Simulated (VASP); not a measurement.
# Fe (Im-3m) in VASP: notebook

Fe is run at these levels: PBEsol; tasks: single point.

Program: VASP 6.6.1. These are calculated values, not measurements. Logs are shortened: lines on timing, memory, paths and dates and some standing lists are left out, and cuts for length are marked.

## Step 1: The cell of the first run

The structure is cubic, space group Im-3m (No. 229). Conventional cell: a = 2.790 Å, b = 2.790 Å, c = 2.790 Å, α = 90.00°, β = 90.00°, γ = 90.00°. Within 3.2 Å of Fe (site symmetry m-3m) lie 14 Fe at 2.42 to 2.79 Å.

## Step 2: Single point, PBEsol

Contents of INCAR:

```
  PREC = Accurate
  ENCUT = 520
  EDIFF = 1E-7
  ISMEAR = 0
  SIGMA = 0.05
  LREAL = False
  LASPH = True
  NELM = 60
  ALGO = Normal
  ISIF = 2
  LWAVE = False
  LCHARG = False
  GGA = PS
  NBANDS = 10
```

Contents of KPOINTS:

```
Automatic mesh
0
Gamma
  22 22 22
```

Contents of POSCAR:

```
Fe
1.0
   -1.3949057342      1.3949057342      1.3949057342
    1.3949057342     -1.3949057342      1.3949057342
    1.3949057342      1.3949057342     -1.3949057342
Fe
1
Direct
    0.0000000000      0.0000000000      0.0000000000
```

Potentials or basis: VASP PAW PBE potentials, release 64 (Fe).

On the command line:

```
$ cat potpaw_PBE.64/Fe/POTCAR > POTCAR
$ mpirun -np 1 vasp_std > vasp.out
```

OUTCAR:

```text
PREC = Accurate
   ENCUT = 520
   EDIFF = 1E-7
   ISMEAR = 0
   LREAL = False
   LASPH = True
   NELM = 60
   ISIF = 2
   GGA = PS

 ion  position               nearest neighbor table
   1  0.000  0.000  0.000-

  LATTYP: Found a body centered cubic cell.
 ALAT       =     2.7898114684

  Lattice vectors:

 A1 = (  -1.3949057342,   1.3949057342,   1.3949057342)
 A2 = (   1.3949057342,  -1.3949057342,   1.3949057342)
 A3 = (   1.3949057342,   1.3949057342,  -1.3949057342)

Analysis of symmetry for initial positions (statically):
=====================================================================
 Subroutine PRICEL returns:
 Original cell was already a primitive cell.

 Routine SETGRP: Setting up the symmetry group for a
 body centered cubic supercell.

 Subroutine GETGRP returns: Found 48 space group operations
 (whereof 48 operations were pure point group operations)
 out of a pool of 48 trial point group operations.

The static configuration has the point symmetry O_h .

Analysis of symmetry for dynamics (positions and initial velocities):
=====================================================================
 Subroutine PRICEL returns:
 Original cell was already a primitive cell.

 Routine SETGRP: Setting up the symmetry group for a
 body centered cubic supercell.

 Subroutine GETGRP returns: Found 48 space group operations
 (whereof 48 operations were pure point group operations)
 out of a pool of 48 trial point group operations.

The dynamic configuration has the point symmetry O_h .

 Subroutine INISYM returns: Found 48 space group operations
 (whereof 48 operations are pure point group operations),
 and found     1 'primitive' translations

----------------------------------------------------------------------------------------

                                     Primitive cell

  volume of cell :      10.8566

  direct lattice vectors                    reciprocal lattice vectors
    -1.394905734  1.394905734  1.394905734     0.000000000  0.358447161  0.358447161
     1.394905734 -1.394905734  1.394905734     0.358447161  0.000000000  0.358447161
     1.394905734  1.394905734 -1.394905734     0.358447161  0.358447161  0.000000000

  length of vectors
     2.416047603  2.416047603  2.416047603     0.506920836  0.506920836  0.506920836

  position of ions in fractional coordinates (direct lattice)
     0.000000000  0.000000000  0.000000000

  ion indices of the primitive-cell ions
   primitive index   ion index
                 1           1

----------------------------------------------------------------------------------------

 KPOINTS: Automatic mesh

Automatic generation of k-mesh.
 Grid dimensions read from file:
 generate k-points for:   22   22   22

 Generating k-lattice:

  Cartesian coordinates                     Fractional coordinates (reciprocal lattice)
     0.000000000  0.016293053  0.016293053     0.045454545  0.000000000  0.000000000
     0.016293053  0.000000000  0.016293053     0.000000000  0.045454545  0.000000000
     0.016293053  0.016293053  0.000000000     0.000000000  0.000000000  0.045454545

  Length of vectors
     0.023041856  0.023041856  0.023041856

  Shift w.r.t. Gamma in fractional coordinates (k-lattice)
     0.000000000  0.000000000  0.000000000

 Subroutine IBZKPT returns following result:
 ===========================================

 Found    328 irreducible k-points:

 Following reciprocal coordinates:
            Coordinates               Weight
  0.000000  0.000000  0.000000      1.000000
  0.045455  0.000000  0.000000     12.000000
  0.090909  0.000000  0.000000     12.000000
  0.136364  0.000000  0.000000     12.000000
  0.181818  0.000000  0.000000     12.000000
  0.227273  0.000000  0.000000     12.000000
[... 16 lines left out ...]
  0.090909  0.090909  0.000000     24.000000
  0.136364  0.090909 -0.000000     48.000000
 [... further k-points ...]
   k-points           NKPTS =    328   k-points in BZ     NKDIM =    328   number of bands    NBANDS=     10
   number of dos      NEDOS =    301   number of ions     NIONS =      1
   total plane-waves  NPLWV =   5832
   dimension x,y,z NGX =    18 NGY =   18 NGZ =   18
   dimension x,y,z NGXF=    36 NGYF=   36 NGZF=   36
   ions per type =               1
   NGX,Y,Z   is equivalent  to a cutoff of  12.39, 12.39, 12.39 a.u.
   NGXF,Y,Z  is equivalent  to a cutoff of  24.77, 24.77, 24.77 a.u.
 SYSTEM =  unknown system
   PREC   = accura    normal or accurate (medium, high low for compatibility)
   ISTART =      0    job   : 0-new  1-cont  2-samecut
   ICHARG =      2    charge: 1-file 2-atom 10-const
   ISPIN  =      1    spin polarized calculation?
   LNONCOLLINEAR =      F non collinear calculations
   LSORBIT =      F    spin-orbit coupling
   LASPH  =      T    aspherical Exc in radial PAW
   ENCUT  =  520.0 eV  38.22 Ry    6.18 a.u.   4.49  4.49  4.49*2*pi/ulx,y,z
   NELM   =     60;   NELMIN=  2; NELMDL= -5     # of ELM steps
   EDIFF  = 0.1E-06   stopping-criterion for ELM
   LREAL  =      F    real-space projection
   EDIFFG = 0.1E-05   stopping-criterion for IOM
   NSW    =      0    number of steps for IOM
   IBRION =     -1    ionic relax: 0-MD 1-quasi-New 2-CG
   NFREE  =      0    steps in history (QN), initial steepest desc. (CG)
   ISIF   =      2    stress and relaxation
   ISYM   =      2    0-nonsym 1-usesym 2-fastsym
   POTIM  = 0.5000    time-step for ionic-motion
   TEBEG  =    0.0;   TEEND  =   0.0 temperature during run
   PSTRESS=    0.0 pullay stress
   NELECT =       8.0000    total number of electrons
   NUPDOWN=      -1.0000    fix difference up-down
   EMIN   =  10.00;   EMAX   =-10.00  energy-range for DOS
   EFERMI =   0.00;   METHOD = LEGACY
   ISMEAR =     0;   SIGMA  =   0.05  broadening in eV -4-tet -1-fermi 0-gaus
   EFERMI_NEDOS =   21; number of points for ismear=-14 and -15
   IALGO  =     38    algorithm
   IMIX   =      4    mixing-type and parameters
     AMIX     =   0.40;   BMIX     =  1.00
     AMIX_MAG =   1.60;   BMIX_MAG =  1.00
  volume/ion in A,a.u.               =      10.86        73.26
  Fermi-wavevector in a.u.,A,eV,Ry     =   1.478677  2.794294 29.748942  2.186486
  Thomas-Fermi vector in A             =   2.592929
   LORBIT       =      0    0 simple, 1 ext, 2 COOP (PROOUT), +10 PAW based schemes
   GGA     = PS    functional components
   LHFCALC =     F    Hartree Fock is set to
   AEXX    =    0.0000 exact exchange contribution
   IVDW    =     0    specifies the selected vdW correction
   LEPSILON=     F    determine dielectric tensor
   LRPA    =     F    only Hartree local field effects (RPA)
 non-spin polarized calculation
 Gauss-broadening in eV      SIGMA  =   0.05
  energy-cutoff  :      520.00
  volume of cell :       10.86
 maximum number of plane-waves:       321
 NGX is ok and might be reduce to    18

 number of electron       8.0000004 magnetization

 Free energy of the ion-electron system (eV)
  ---------------------------------------------------
  ext. energy  EPLUGINS =         0.00000000
  ---------------------------------------------------
  free energy    TOTEN  =        -8.47246053 eV

  energy without entropy =       -8.46817604  energy(sigma->0) =       -8.47031828

 E-fermi :   6.1915     XC(G=0): -13.5798

 val. band max:        6.1906280370   @ k =   0.0909   0.0909   0.0000
 cond. band min:       6.1959609465   @ k =  -0.2727   0.3182   0.1364
 fundamental gap:      0.0053329095
 Fermi energy:         6.1915383083

 k-point     1 :       0.0000    0.0000    0.0000
  band No.  band energies     occupation
      1      -2.5376      2.00000
      2       4.4839      2.00000
      3       4.4839      2.00000
      4       4.4839      2.00000
      5       6.1350      1.89014
      6       6.1350      1.89013
      7      31.4889      0.00000
      8      31.4889      0.00000
      9      31.4889      0.00000
     10      37.0283      0.00000

 k-point     2 :       0.0455    0.0000    0.0000
  band No.  band energies     occupation
      1      -2.4484      2.00000
      2       4.4566      2.00000
      3       4.4811      2.00000
      4       4.5350      2.00000
      5       6.1059      1.98456
      6       6.1371      1.87615
      7      30.9453      0.00000
      8      31.3821      0.00000
      9      31.4487      0.00000
     10      36.6771      0.00000

 k-point     3 :       0.0909    0.0000    0.0000
  band No.  band energies     occupation
      1      -2.1842      2.00000
      2       4.3776      2.00000
      3       4.4675      2.00000
      4       4.6858      2.00000
      5       6.0305      1.99999
      6       6.1440      1.82168
      7      29.5973      0.00000
      8      31.0042      0.00000
      9      31.3407      0.00000
     10      36.2145      0.00000

 k-point     4 :       0.1364    0.0000    0.0000
  band No.  band energies     occupation
      1      -1.7564      2.00000
      2       4.2546      2.00000
      3       4.4306      2.00000
      4       4.9289      2.00000
      5       5.9414      2.00000
      6       6.1564      1.67903
      7      27.8177      0.00000
      8      30.2996      0.00000
      9      31.1934      0.00000
     10      35.1168      0.00000
[... 222 lines left out ...]
 k-point    22 :       0.4545    0.0455   -0.0000
  band No.  band energies     occupation
      1       1.5145      2.00000
      2       3.2572      2.00000
      3       5.9634      2.00000
      4       6.1202      1.95650
      5       6.6919      0.00000
      6       7.7941      0.00000
      7      14.5312      0.00000
      8      24.5897      0.00000
      9      26.8748      0.00000
     10      30.8953      0.00000

 k-point    23 :       0.0909    0.0909    0.0000
  band No.  band energies     occupation
      1      -1.5058      2.00000
      2       4.2423      2.00000
      3       4.3168      2.00000
      4       5.1056      2.00000
      5       5.8724      2.00000
      6       6.1906      1.02054
      7      27.4672      0.00000
      8      28.6933      0.00000
      9      31.8974      0.00000
     10      33.4431      0.00000

 k-point    24 :       0.1364    0.0909   -0.0000
  band No.  band energies     occupation
      1      -0.9471      2.00000
      2       4.1031      2.00000
      3       4.2188      2.00000
      4       5.4463      2.00000
      5       5.8025      2.00000
      6       6.2313      0.26026
      7      25.7990      0.00000
      8      27.5150      0.00000
      9      31.7713      0.00000
     10      32.1821      0.00000

 [... further k-points ...]

------------------------ aborting loop because EDIFF is reached ----------------------------------------

  FORCE on cell =-STRESS in cart. coord.  units (eV):
  Direction    XX          YY          ZZ          XY          YZ          ZX
  --------------------------------------------------------------------------------------
  -------------------------------------------------------------------------------------
  Total       -1.2835314     -1.2835314     -1.2835314      0.0000000     -0.0000000      0.0000000
  in kB     -189.4185568   -189.4185568   -189.4185568      0.0000000     -0.0000000      0.0000000
  external PRESSURE =    -189.4185568 kB  Pullay stress =       0.0000000 kB

 VOLUME and BASIS-vectors are now :
 -----------------------------------------------------------------------------
  energy-cutoff  :      520.00
  volume of cell :       10.86
      direct lattice vectors                 reciprocal lattice vectors
    -1.394905734  1.394905734  1.394905734     0.000000000  0.358447161  0.358447161
     1.394905734 -1.394905734  1.394905734     0.358447161  0.000000000  0.358447161
     1.394905734  1.394905734 -1.394905734     0.358447161  0.358447161  0.000000000

 POSITION                                       TOTAL-FORCE (eV/Angst)
 -----------------------------------------------------------------------------------
      0.00000      0.00000      0.00000        -0.000000      0.000000      0.000000
 -----------------------------------------------------------------------------------
    total drift:                                0.000000      0.000000      0.000000

  FREE ENERGIE OF THE ION-ELECTRON SYSTEM (eV)
  ---------------------------------------------------
  free  energy   TOTEN  =        -8.4724605259 eV

  energy  without entropy=       -8.4681760429  energy(sigma->0) =       -8.47031828
```

Wall time 11 s (1 thread of Intel Xeon 6975P-C (Granite Rapids), shared host); peak memory 0.15 GiB.

Results:

- Free energy: -8.4725 eV
- Pressure: -18.9 GPa
- Band gap on the k mesh: zero (band 4 reaches 7.19 eV, above the bottom of band 5 at 5.17 eV)

Levels at points of the mesh, in eV from the Fermi level:
| k point | band 1 | band 2 | band 3 | band 4 | band 5 | band 6 | band 7 | band 8 |
| --- | --- | --- | --- | --- | --- | --- | --- | --- |
| (0.00, 0.00, 0.00) | -8.73 | -1.71 | -1.71 | -1.71 | -0.06 | -0.06 | 25.30 | 25.30 |
| (0.50, 0.00, 0.00) | -4.72 | -2.95 | -0.07 | 0.18 | 0.46 | 1.30 | 8.21 | 18.68 |
| (0.50, 0.50, 0.50) | -4.45 | -4.45 | 0.99 | 0.99 | 0.99 | 10.27 | 10.27 | 10.27 |

Caveat: the PAW data sets were made with another functional, which shifts forces and pressure a little; the run has no spin polarisation, though such a crystal can be magnetic.

## Step 3: Single point, PBEsol, collinear spin, ferromagnetic start

This run uses another cell than the first one: it holds 2 atoms, not 1.

Contents of INCAR:

```
SYSTEM = Fe
PREC = Accurate
ENCUT = 520
EDIFF = 1E-7
ISMEAR = 0
SIGMA = 0.05
LREAL = .FALSE.
LASPH = .TRUE.
NELM = 150
ALGO = Normal
ISIF = 2
LWAVE = .FALSE.
LCHARG = .FALSE.
ISPIN = 2
MAGMOM = 2.5 2.5
LORBIT = 11
LMAXMIX = 4
GGA = PS
NBANDS = 19
```

Contents of KPOINTS:

```
regular mesh
0
G
  12 12 12
  0 0 0
```

Contents of POSCAR:

```
Fe
1.0
    2.7898114684      0.0000000000      0.0000000000
    0.0000000000      2.7898114684      0.0000000000
    0.0000000000      0.0000000000      2.7898114684
Fe
2
Direct
    0.0000000000      0.0000000000      0.0000000000
    0.5000000000      0.5000000000      0.5000000000
```

Potentials or basis: VASP PAW PBE potentials, release 64 (Fe).

On the command line:

```
$ cat potpaw_PBE.64/Fe/POTCAR > POTCAR
$ mpirun -np 1 vasp_std > vasp.out
```

OUTCAR:

```text
SYSTEM = Fe
   PREC = Accurate
   ENCUT = 520
   EDIFF = 1E-7
   ISMEAR = 0
   LREAL = .FALSE.
   LASPH = .TRUE.
   NELM = 150
   ISIF = 2
   ISPIN = 2
   LORBIT = 11
   GGA = PS

 ion  position               nearest neighbor table
   1  0.000  0.000  0.000-   2 2.42   2 2.42   2 2.42   2 2.42   2 2.42   2 2.42   2 2.42   2 2.42

   2  0.500  0.500  0.500-   1 2.42   1 2.42   1 2.42   1 2.42   1 2.42   1 2.42   1 2.42   1 2.42

  LATTYP: Found a simple cubic cell.
 ALAT       =     2.7898114684

  Lattice vectors:

 A1 = (   2.7898114684,   0.0000000000,   0.0000000000)
 A2 = (   0.0000000000,   2.7898114684,   0.0000000000)
 A3 = (   0.0000000000,   0.0000000000,   2.7898114684)

Analysis of symmetry for initial positions (statically):
=====================================================================
 Subroutine PRICEL returns following result:

  LATTYP: Found a body centered cubic cell.
 ALAT       =     2.7898114684
[... 12 lines left out ...]
 Subroutine GETGRP returns: Found 48 space group operations
 (whereof 48 operations were pure point group operations)
 out of a pool of 48 trial point group operations.

[... 1263 lines left out ...]

 [... further k-points ...]

------------------------ aborting loop because EDIFF is reached ----------------------------------------

  FORCE on cell =-STRESS in cart. coord.  units (eV):
  Direction    XX          YY          ZZ          XY          YZ          ZX
  --------------------------------------------------------------------------------------
  -------------------------------------------------------------------------------------
  Total       -0.1377393     -0.1377393     -0.1377393     -0.0000000     -0.0000000      0.0000000
  in kB      -10.1635173    -10.1635173    -10.1635173     -0.0000000     -0.0000000      0.0000000
  external PRESSURE =     -10.1635173 kB  Pullay stress =       0.0000000 kB

 VOLUME and BASIS-vectors are now :
 -----------------------------------------------------------------------------
  energy-cutoff  :      520.00
  volume of cell :       21.71
      direct lattice vectors                 reciprocal lattice vectors
     2.789811468  0.000000000  0.000000000     0.358447161  0.000000000  0.000000000
     0.000000000  2.789811468  0.000000000     0.000000000  0.358447161  0.000000000
     0.000000000  0.000000000  2.789811468     0.000000000  0.000000000  0.358447161

 POSITION                                       TOTAL-FORCE (eV/Angst)
 -----------------------------------------------------------------------------------
      0.00000      0.00000      0.00000         0.000000     -0.000000      0.000000
      1.39491      1.39491      1.39491        -0.000000      0.000000     -0.000000
 -----------------------------------------------------------------------------------
    total drift:                                0.000000      0.000000     -0.000000

  FREE ENERGIE OF THE ION-ELECTRON SYSTEM (eV)
  ---------------------------------------------------
  free  energy   TOTEN  =       -17.8412919947 eV

  energy  without entropy=      -17.8391589609  energy(sigma->0) =      -17.84022548

 total charge

# of ion       s       p       d       tot
------------------------------------------
    1        0.510   0.587   6.274   7.371
    2        0.510   0.587   6.274   7.371
--------------------------------------------------
tot          1.019   1.174  12.549  14.742

 magnetization (x)

# of ion       s       p       d       tot
------------------------------------------
    1       -0.013  -0.052   2.146   2.081
    2       -0.013  -0.052   2.146   2.081
--------------------------------------------------
tot         -0.026  -0.104   4.293   4.163
```

stdout:

```text
POSCAR found type information on POSCAR Fe
 POSCAR found :  1 types and       2 ions
 scaLAPACK will be used
 -----------------------------------------------------------------------------
|                                                                             |
|                                                                             |
|     You enforced a specific xc type in the INCAR file but a different       |
|     I HOPE YOU KNOW WHAT YOU ARE DOING!                                     |
|                                                                             |
 -----------------------------------------------------------------------------

 LDA part: xc-table for (Slater+PW92), standard interpolation
 POSCAR, INCAR and KPOINTS ok, starting setup
 FFT: planning ... GRIDC
 FFT: planning ... GRID_SOFT
 FFT: planning ... GRID
 WAVECAR not read
 entering main loop
```

Wall time 21 s (1 thread of Intel Xeon 6975P-C (Granite Rapids), shared host); peak memory 0.17 GiB.

What came out:

```
Free energy                                           : -17.8413 eV
Pressure                                              : -1.0 GPa
Net moment                                            : 4.20 μB per cell
Site moments                                          : Fe +2.08 μB
Valence electrons inside the program's atomic spheres : Fe 7.37
```

Levels at points of the mesh, in eV from the Fermi level:
Spin up:
```tsv
k point	band 6	band 7	band 8	band 9	band 10	band 11	band 12	band 13	band 14	band 15
(0.00, 0.00, 0.00)	-2.43	-1.08	-1.08	0.18	0.18	0.18	10.13	10.13	10.13	16.05
(0.50, 0.00, 0.00)	-1.96	-1.96	-1.96	-1.16	-1.16	0.28	0.28	17.58	17.58	17.58
(0.50, 0.50, 0.00)	-1.02	-0.87	-0.87	0.38	0.38	0.47	0.47	7.71	7.71	18.63
(0.50, 0.50, 0.50)	-3.45	-0.83	-0.83	-0.83	-0.83	8.87	8.87	8.87	8.87	8.87
```
Spin down:
```
           k point  band 2  band 3  band 4  band 5  band 6  band 7  band 8  band 9  band 10  band 11
(0.00, 0.00, 0.00)   -3.44   -3.44   -0.60   -0.60   -0.60    1.49    1.49    2.27     2.27     2.27
(0.50, 0.00, 0.00)   -4.28   -1.08   -1.08   -0.19   -0.19   -0.19   -0.19    0.79     0.79     2.51
(0.50, 0.50, 0.00)   -3.99   -1.96   -1.96    0.61    0.61    1.37    1.37    1.77     1.77     2.60
(0.50, 0.50, 0.50)   -2.09   -2.09   -2.09   -2.09   -2.09    1.82    1.82    1.82     1.82     9.82
```

Caveat: the PAW data sets were made with another functional, which shifts forces and pressure a little.

(Part 1 of 2 ends here.)
